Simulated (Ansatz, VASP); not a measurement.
# CaO: VASP beside Ansatz

```
Ca O
1.0
     2.93570    0.00000    0.00000
     0.00000    2.93570    0.00000
     0.00000    0.00000    2.93570
Ca O
1 1
Direct
  0.50000 0.50000 0.50000
  0.00000 0.00000 0.00000
```

Change from the starting cell: species swapped into the NdAu type (Pm-3m, No. 221).

Alike in both runs: functional PBE; k mesh 6 × 6 × 6; occupations gaussian, width 0.1 eV; no spin polarisation.

Ansatz relaxed the structure, and its values are those at the end. VASP's run is a single point on that final structure, the one shown.

|  | VASP | Ansatz |
| --- | --- | --- |
| version | VASP 6.6.1 | Ansatz 0.2.0 |
| potentials or method | VASP PAW PBE potentials, release 64 (Ca_sv, O), cutoff 520 eV | scalar-relativistic, plane waves, PAW |
| valence electrons in the cell | 16 | 16 |

```tsv
	VASP	Ansatz	Ansatz less VASP
gap on the k mesh at the Fermi level (eV)	2.77	2.78	+0.013
least direct gap on the mesh (eV)	3.07	3.09	+0.013
pressure (GPa)	0.4	-0.2	-0.57
```
